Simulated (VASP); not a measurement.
A run of VASP 6.6.1 is set up as follows.

File INCAR:

```
SYSTEM = SnO2
PREC     = Accurate       ! precision mode
ENCUT    = 520            ! plane-wave cutoff, eV
EDIFF    = 1E-8           ! SCF threshold, eV
ISMEAR   = -1             ! smearing method
SIGMA    = 0.03           ! smearing width, eV
LREAL    = .FALSE.        ! projectors in reciprocal space
LASPH    = .TRUE.         ! aspherical terms in the spheres
NELM     = 60             ! most SCF steps
ALGO     = Normal         ! electronic algorithm
ISIF     = 2              ! what is computed and relaxed
LWAVE    = .FALSE.        ! write WAVECAR
LCHARG   = .FALSE.        ! write CHGCAR
GGA      = PE             ! functional
LEFG     = .TRUE.       
NBANDS   = 35             ! bands
```

Contents of KPOINTS:

```
Automatic mesh
0
G
  4 4 6
  0 0 0
```

POSCAR

```
SnO2
1.0
    4.7373500000      0.0000000000      0.0000000000
    0.0000000000      4.7373500000      0.0000000000
    0.0000000000      0.0000000000      3.1864000000
Sn O
2 4
Direct
    0.0000000000      0.0000000000      0.0000000000
    0.5000000000      0.5000000000      0.5000000000
    0.3056200000      0.3056200000      0.0000000000
    0.1943800000      0.8056200000      0.5000000000
    0.6943800000      0.6943800000      0.0000000000
    0.8056200000      0.1943800000      0.5000000000
```

Potentials or basis: VASP PAW PBE potentials, release 64 (Sn_d, O).

Launch:

```sh
$ cat potpaw_PBE.64/Sn_d/POTCAR potpaw_PBE.64/O/POTCAR > POTCAR
$ mpirun -np 1 vasp_std > vasp.out
```

Q: What does it give for the band gap on the k mesh?

A: 1.24 eV, direct.

Q: Predict the largest force.

A: 0.052 eV/Å.

Stress tensor (GPa, compression positive):
```
10.64  0.00  0.00
 0.00 10.64  0.00
 0.00  0.00 13.26
```

Caveat: without QUAD_EFG the Cq values of the log hold for a quadrupole moment of 1 mb, not for the nuclei; spin-orbit coupling is left out, which moves the levels of the heavy elements.
